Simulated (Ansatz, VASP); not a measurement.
## Two plane-wave programs on Si3N4

```
CELL_PARAMETERS angstrom
7.61700 0.00000 0.00000
-3.80850 6.59652 0.00000
0.00000 0.00000 2.97167
ATOMIC_POSITIONS crystal
Si 0.17429 0.76910 0.25000
Si 0.40519 0.17429 0.75000
Si 0.23090 0.40519 0.25000
Si 0.82571 0.23090 0.75000
Si 0.59481 0.82571 0.25000
Si 0.76910 0.59481 0.75000
N 0.33333 0.66667 0.25000
N 0.66667 0.33333 0.75000
N 0.32974 0.03206 0.25000
N 0.29768 0.32974 0.75000
N 0.96794 0.29768 0.25000
N 0.67026 0.96794 0.75000
N 0.70232 0.67026 0.25000
N 0.03206 0.70232 0.75000
```

Change from the starting cell: z stretched by +2 %, ions relaxed.

Alike in both runs: functional PBE; k mesh 4 × 4 × 9; occupations fermi-dirac, width 0.02 eV; no spin polarisation.

Ansatz relaxed the structure, and its values are those at the end. VASP's run is a single point on that final structure, the one shown.

|  | VASP | Ansatz |
| --- | --- | --- |
| version | VASP 6.6.1 | Ansatz 0.2.0 |
| potentials or method | VASP PAW PBE potentials, release 64 (Si, N) | plane-wave PAW, scalar-relativistic |
| plane-wave cutoff (eV) | 520 | 420 |
| valence electrons in the cell | 64 | 64 |

```tsv
	VASP	Ansatz	Ansatz less VASP
gap on the k mesh at the Fermi level (eV)	3.90	3.92	+0.013
pressure (GPa)	-1.2	-0.9	+0.28
rms of the force components (eV/Å)	0.005	0.006	+0.0007
```

Ansatz's warnings: stress scf threshold loose.
